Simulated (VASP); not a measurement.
Crystal: MgO.

```
CELL_PARAMETERS angstrom
0.00000 2.10850 2.10850
2.10850 0.00000 2.10850
2.10850 2.10850 0.00000
ATOMIC_POSITIONS crystal
Mg 0.00000 0.00000 0.00000
O 0.50000 0.50000 0.50000
```

Base run:

| Quantity | Value |
| --- | --- |
| Program | VASP 6.6.1 |
| Functional | PBE |
| Potentials or basis | VASP PAW PBE potentials, release 64 (Mg, O) |
| Cutoff | 600 eV |
| k mesh | 11 × 11 × 11 |
| Occupations | gaussian, width 0.01 eV |
| Spin | no spin polarisation |

Its results: band gap on the k mesh 4.69 eV; pressure 3.1 GPa.

The run is repeated on the same cell with these changes: k mesh from 11 × 11 × 11 to 3 × 3 × 3. What comes out?

Band gap on the k mesh 4.65 eV; pressure 3.6 GPa.

Caveats: some runs use coarse meshes; the cell stands under pressure (at least some runs).

